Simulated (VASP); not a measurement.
# Mg4O (Pm-3m) in VASP: a series of runs

Runs on Mg4O. Level: PBE. Tasks: single point, relaxation of cell and atoms.

All numbers are computed with VASP 6.6.1; they aren't measurements. Logs are shortened: lines on timing, memory, paths and dates and some standing lists are left out, and cuts for length are marked.

### 1 The cell of the first run

It takes space group Pm-3m (No. 221, cubic). Conventional cell: a = 4.427 Å, b = 4.427 Å, c = 4.427 Å, α = 90.00°, β = 90.00°, γ = 90.00°. Mg (site symmetry 4/mmm) has 2 O at 2.21 Å within 2.9 Å. Mg (site symmetry m-3m) has 12 Mg at 3.13 Å and 8 O at 3.83 Å within 4.1 Å. O (site symmetry m-3m) has 6 Mg at 2.21 Å within 2.9 Å.

### 2 Single point, PBE

INCAR reads:

```
SYSTEM = Mg4O
ALGO = Normal ; EDIFF = 1E-7
ENCUT = 520 ; GGA = PE
ISIF = 2 ; ISMEAR = 0
LASPH = .TRUE. ; LCHARG = .FALSE.
LREAL = .FALSE. ; LWAVE = .FALSE.
NBANDS = 15 ; NELM = 80
PREC = Accurate ; SIGMA = 0.1
```

KPOINTS reads:

```
k-points
0
G
  8 8 8
  0 0 0
```

POSCAR reads:

```
Mg4O
1.0
    4.4272755072      0.0000000000      0.0000000000
    0.0000000000      4.4272755072      0.0000000000
    0.0000000000      0.0000000000      4.4272755072
Mg O
4 1
Direct
    0.0000000000      0.5000000000      0.5000000000
    0.5000000000      0.5000000000      0.0000000000
    0.5000000000      0.0000000000      0.5000000000
    0.0000000000      0.0000000000      0.0000000000
    0.5000000000      0.5000000000      0.5000000000
```

Potentials or basis: VASP PAW PBE potentials, release 64 (Mg, O).

The run is started by

```bash
$ cat potpaw_PBE.64/Mg/POTCAR potpaw_PBE.64/O/POTCAR > POTCAR
$ mpirun -np 1 vasp_std > vasp.out
```

OUTCAR:

```text
SYSTEM = Mg4O
   EDIFF = 1E-7
   ENCUT = 520
   GGA = PE
   ISIF = 2
   ISMEAR = 0
   LASPH = .TRUE.
   LREAL = .FALSE.
   NELM = 80
   PREC = Accurate

 ion  position               nearest neighbor table
   1  0.000  0.500  0.500-   5 2.21   5 2.21   4 3.13   2 3.13   2 3.13   4 3.13   3 3.13   4 3.13
                             4 3.13   2 3.13   3 3.13   3 3.13   2 3.13   3 3.13
   2  0.500  0.500  0.000-   5 2.21   5 2.21   4 3.13   1 3.13   1 3.13   3 3.13   3 3.13   3 3.13
                             4 3.13   3 3.13   1 3.13   4 3.13   1 3.13   4 3.13
   3  0.500  0.000  0.500-   5 2.21   5 2.21   4 3.13   1 3.13   2 3.13   4 3.13   1 3.13   2 3.13
                             2 3.13   2 3.13   1 3.13   4 3.13   4 3.13   1 3.13
   4  0.000  0.000  0.000-   1 3.13   2 3.13   3 3.13   1 3.13   3 3.13   1 3.13   2 3.13   1 3.13
                             2 3.13   3 3.13   3 3.13   2 3.13
   5  0.500  0.500  0.500-   1 2.21   2 2.21   3 2.21   2 2.21   3 2.21   1 2.21

  LATTYP: Found a simple cubic cell.
 ALAT       =     4.4272755072

  Lattice vectors:

 A1 = (   4.4272755072,   0.0000000000,   0.0000000000)
 A2 = (   0.0000000000,   4.4272755072,   0.0000000000)
 A3 = (   0.0000000000,   0.0000000000,   4.4272755072)

Analysis of symmetry for initial positions (statically):
=====================================================================
 Subroutine PRICEL returns:
 Original cell was already a primitive cell.

 Routine SETGRP: Setting up the symmetry group for a
 simple cubic supercell.

 Subroutine GETGRP returns: Found 48 space group operations
 (whereof 48 operations were pure point group operations)
 out of a pool of 48 trial point group operations.

The static configuration has the point symmetry O_h .

Analysis of symmetry for dynamics (positions and initial velocities):
=====================================================================
 Subroutine PRICEL returns:
 Original cell was already a primitive cell.

 Routine SETGRP: Setting up the symmetry group for a
 simple cubic supercell.

 Subroutine GETGRP returns: Found 48 space group operations
 (whereof 48 operations were pure point group operations)
 out of a pool of 48 trial point group operations.

The dynamic configuration has the point symmetry O_h .

 Subroutine INISYM returns: Found 48 space group operations
 (whereof 48 operations are pure point group operations),
 and found     1 'primitive' translations

----------------------------------------------------------------------------------------

                                     Primitive cell

[... 108 lines left out ...]
   NUPDOWN=      -1.0000    fix difference up-down
   EMIN   =  10.00;   EMAX   =-10.00  energy-range for DOS
   EFERMI =   0.00;   METHOD = LEGACY
   ISMEAR =     0;   SIGMA  =   0.10  broadening in eV -4-tet -1-fermi 0-gaus
   EFERMI_NEDOS =   21; number of points for ismear=-14 and -15
   IALGO  =     38    algorithm
   IMIX   =      4    mixing-type and parameters
     AMIX     =   0.40;   BMIX     =  1.00
     AMIX_MAG =   1.60;   BMIX_MAG =  1.00
  volume/ion in A,a.u.               =      17.36       117.12
  Fermi-wavevector in a.u.,A,eV,Ry     =   0.891212  1.684146 10.806544  0.794259
  Thomas-Fermi vector in A             =   2.013003
   LORBIT       =      0    0 simple, 1 ext, 2 COOP (PROOUT), +10 PAW based schemes
   GGA     = PE    functional components
   LHFCALC =     F    Hartree Fock is set to
   AEXX    =    0.0000 exact exchange contribution
   IVDW    =     0    specifies the selected vdW correction
   LEPSILON=     F    determine dielectric tensor
   LRPA    =     F    only Hartree local field effects (RPA)
 non-spin polarized calculation
 Gauss-broadening in eV      SIGMA  =   0.10
  energy-cutoff  :      520.00
  volume of cell :       86.78
 maximum number of plane-waves:      2360
 NGX is ok and might be reduce to    36
   NGX = 17   NGY = 17   NGZ = 17

 number of electron      13.9999993 magnetization

 Free energy of the ion-electron system (eV)
  ---------------------------------------------------
  ext. energy  EPLUGINS =         0.00000000
  ---------------------------------------------------
  free energy    TOTEN  =       -14.92681882 eV

  energy without entropy =      -14.91589055  energy(sigma->0) =      -14.92135469

 E-fermi :   3.7410     XC(G=0):  -9.1213

 val. band max:        3.7362555821   @ k =   0.3750   0.2500   0.2500
 cond. band min:       3.8267972040   @ k =   0.5000   0.3750   0.0000
 fundamental gap:      0.0905416219
 Fermi energy:         3.7410438286

 k-point     1 :       0.0000    0.0000    0.0000
  band No.  band energies     occupation
      1     -15.5288      2.00000
      2      -2.5107      2.00000
      3      -1.6239      2.00000
      4      -1.6239      2.00000
      5      -1.6239      2.00000
      6       4.2808      0.00000
      7       4.2808      0.00000
      8       5.0532      0.00000
      9       5.0532      0.00000
     10       5.0532      0.00000
     11       8.9666      0.00000
     12       9.5633      0.00000
     13       9.5633      0.00000
     14       9.5633      0.00000
[... 401 lines left out ...]
      2      -2.5349      2.00000
      3      -2.3303      2.00000
      4      -1.5754      2.00000
      5       0.3823      2.00000
      6       1.7555      2.00000
      7       2.4101      2.00000
      8       3.9267      0.00866
      9       5.2788      0.00000
     10       6.2661      0.00000
     11       6.8834      0.00000
     12       9.0605      0.00000
     13       9.8151      0.00000
     14      10.6742      0.00000
     15      10.7852      0.00000

 [... further k-points ...]
[... 5 lines left out ...]
  --------------------------------------------------------------------------------------
  -------------------------------------------------------------------------------------
  Total       -0.1408717     -0.1408717     -0.1408717      0.0000000      0.0000000     -0.0000000
  in kB       -2.6009059     -2.6009059     -2.6009059      0.0000000      0.0000000     -0.0000000
  external PRESSURE =      -2.6009059 kB  Pullay stress =       0.0000000 kB

 VOLUME and BASIS-vectors are now :
 -----------------------------------------------------------------------------
  energy-cutoff  :      520.00
  volume of cell :       86.78
      direct lattice vectors                 reciprocal lattice vectors
     4.427275507  0.000000000  0.000000000     0.225872548  0.000000000  0.000000000
     0.000000000  4.427275507  0.000000000     0.000000000  0.225872548  0.000000000
     0.000000000  0.000000000  4.427275507     0.000000000  0.000000000  0.225872548

 POSITION                                       TOTAL-FORCE (eV/Angst)
 -----------------------------------------------------------------------------------
      0.00000      2.21364      2.21364         0.000000      0.000000      0.000000
      2.21364      2.21364      0.00000         0.000000      0.000000      0.000000
      2.21364      0.00000      2.21364         0.000000      0.000000      0.000000
      0.00000      0.00000      0.00000         0.000000      0.000000      0.000000
      2.21364      2.21364      2.21364         0.000000      0.000000      0.000000
 -----------------------------------------------------------------------------------
    total drift:                                0.000000      0.000000      0.000000

  FREE ENERGIE OF THE ION-ELECTRON SYSTEM (eV)
  ---------------------------------------------------
  free  energy   TOTEN  =       -14.9268188247 eV

  energy  without entropy=      -14.9158905528  energy(sigma->0) =      -14.92135469
```

stdout:

```text
POSCAR found type information on POSCAR MgO
 POSCAR found :  2 types and       5 ions
 scaLAPACK will be used
 LDA part: xc-table for (Slater+PW92), standard interpolation
 POSCAR, INCAR and KPOINTS ok, starting setup
 FFT: planning ... GRIDC
 FFT: planning ... GRID_SOFT
 FFT: planning ... GRID
 WAVECAR not read
 entering main loop
```

Run time: 48 s. Hardware: 1 thread of AMD EPYC 7R13 (Zen 3), shared host; peak memory 0.19 GiB.

What came out:

```yaml
Free_energy: -14.9268 eV
Pressure: -0.3 GPa
Band_gap_on_the_k_mesh: zero (band 7 reaches 4.99 eV, above the bottom of band 8 at 2.33 eV)
```

### 3 Single point, PBE, collinear spin, ferromagnetic start

This run uses another cell than the first one, of 17.29 Å³/atom, 0.996 times its volume.

INCAR reads:

```
SYSTEM = Mg4O
PREC = Accurate
ENCUT = 520
EDIFF = 1E-6
ISMEAR = 0
SIGMA = 0.1
LREAL = .False.
LASPH = .True.
NELM = 150
ALGO = Normal
ISIF = 2
LWAVE = .False.
LCHARG = .False.
ISPIN = 2
MAGMOM = 0 0 0 0 1
LORBIT = 11
GGA = PE
NBANDS = 19
```

KPOINTS reads:

```
Automatic mesh
0
Gamma
  4 4 4
  0 0 0
```

POSCAR: that of step 2 with these lines changed.

```diff
@@ -2,5 +2,5 @@
 1.0
-    4.4272755072      0.0000000000      0.0000000000
-    0.0000000000      4.4272755072      0.0000000000
-    0.0000000000      0.0000000000      4.4272755072
+    4.4215796633      0.0000000000      0.0000000000
+    0.0000000000      4.4215796633      0.0000000000
+    0.0000000000      0.0000000000      4.4215796633
 Mg O
```

Potentials or basis: VASP PAW PBE potentials, release 64 (Mg, O).

The run is started by

```bash
$ cat potpaw_PBE.64/Mg/POTCAR potpaw_PBE.64/O/POTCAR > POTCAR
$ mpirun -np 1 vasp_std > vasp.out
```

Run time: 38 s. Hardware: 1 thread of AMD EPYC 7R13 (Zen 3), shared host; peak memory 0.21 GiB.

It converged, with:

```
Free energy                                           : -15.1336 eV
Pressure                                              : -0.2 GPa
Band gap on the k mesh                                : zero (filled and empty bands overlap)
Net moment                                            : 0.00 μB per cell
Valence electrons inside the program's atomic spheres : Mg 0.34, 0.38; O 5.00
```

Levels at points of the mesh, in eV from the Fermi level:
Spin up:
```tsv
k point	band 4	band 5	band 6	band 7	band 8	band 9	band 10	band 11
(0.00, 0.00, 0.00)	-4.95	-4.95	0.96	0.96	1.73	1.73	1.73	5.67
(0.50, 0.00, 0.00)	-4.84	-3.40	-2.61	1.65	1.65	2.16	3.87	4.13
(0.50, 0.50, 0.00)	-4.76	-3.18	-1.00	-1.00	-0.26	3.31	3.31	3.47
(0.50, 0.50, 0.50)	-5.45	-1.63	-1.63	-1.63	-1.00	1.88	1.88	1.88
```
Spin down:
```tsv
k point	band 3	band 4	band 5	band 6	band 7	band 8	band 9	band 10	band 11	band 12
(0.00, 0.00, 0.00)	-4.95	-4.95	-4.95	0.96	0.96	1.73	1.73	1.73	5.67	6.24
(0.50, 0.00, 0.00)	-4.84	-4.84	-3.40	-2.61	1.65	1.65	2.16	3.87	4.13	4.13
(0.50, 0.50, 0.00)	-5.80	-4.76	-3.18	-1.00	-1.00	-0.26	3.31	3.31	3.47	4.89
(0.50, 0.50, 0.50)	-5.45	-5.45	-1.63	-1.63	-1.63	-1.00	1.88	1.88	1.88	4.13
```

### 4 Relaxation of cell and atoms, PBE

This run uses another cell than the first one, of 17.29 Å³/atom, 0.996 times its volume.

INCAR reads:

```
SYSTEM = Mg4O
  ALGO = Normal
  EDIFF = 1E-7
  EDIFFG = -0.01
  ENCUT = 600
  GGA = PE
  IBRION = 2
  ISIF = 3
  ISMEAR = 0
  LASPH = .True.
  LCHARG = .False.
  LREAL = .False.
  LWAVE = .False.
  NELM = 80
  NSW = 100
  PREC = Accurate
  SIGMA = 0.1
```

KPOINTS reads:

```
k-points
0
Gamma
  8 8 8
  0 0 0
```

POSCAR is that of step 3.

The run is started by

```bash
$ cat potpaw_PBE.64/Mg/POTCAR potpaw_PBE.64/O/POTCAR > POTCAR
$ mpirun -np 1 vasp_std > vasp.out
```

Wall time 39 s (1 thread of AMD EPYC 7R13 (Zen 3), shared host); peak memory 0.19 GiB.

It converged, with:

```yaml
Free_energy: -14.9295 eV
Pressure_after_relaxing: -0.1 GPa
Band_gap_on_the_k_mesh: zero (band 7 reaches 5.02 eV, above the bottom of band 8 at 2.36 eV)
```

Final structure:
```yaml
crystal:
  lattice:
    - [4.42158, 0.00000, 0.00000]
    - [0.00000, 4.42158, 0.00000]
    - [0.00000, 0.00000, 4.42158]
  atoms:
    - { symbol: Mg, position: [0.00000, 0.50000, 0.50000] }
    - { symbol: Mg, position: [0.50000, 0.50000, 0.00000] }
    - { symbol: Mg, position: [0.50000, 0.00000, 0.50000] }
    - { symbol: Mg, position: [0.00000, 0.00000, 0.00000] }
    - { symbol: O, position: [0.50000, 0.50000, 0.50000] }
```

Levels at points of the mesh, in eV from the Fermi level:
| k point | band 4 | band 5 | band 6 | band 7 | band 8 | band 9 | band 10 | band 11 |
| --- | --- | --- | --- | --- | --- | --- | --- | --- |
| (0.00, 0.00, 0.00) | -5.38 | -5.38 | 0.54 | 0.54 | 1.32 | 1.32 | 1.32 | 5.26 |
| (0.50, 0.00, 0.00) | -5.28 | -3.82 | -3.03 | 1.24 | 1.24 | 1.74 | 3.45 | 3.71 |
| (0.50, 0.50, 0.00) | -5.20 | -3.59 | -1.42 | -1.42 | -0.68 | 2.89 | 2.89 | 3.06 |
| (0.50, 0.50, 0.50) | -5.89 | -2.04 | -2.04 | -2.04 | -1.41 | 1.46 | 1.46 | 1.46 |

Caveat: the relaxation stopped at its first step, so nothing moved.

### 5 The runs side by side

```csv
task,spin,cell,k mesh,cutoff (eV),gap on the mesh (eV),pressure (GPa)
single point,off,"a = 4.427 Å, 5 atoms",8 × 8 × 8,520,none,-0.3
single point,"collinear, ferromagnetic start","a = 4.422 Å, 5 atoms",4 × 4 × 4,520,none,-0.2
relaxation of cell and atoms,off,"relaxed from a = 4.422 Å, 5 atoms",8 × 8 × 8,600,none,-0.1
```

Alike in all rows: level PBE; potentials or basis VASP PAW PBE potentials, release 64 (Mg, O); smearing gaussian 0.1 eV.

Caveats: the relaxation stopped at its first step, so nothing moved (some runs).

Absolute energies hang on the potentials; compare differences alone.
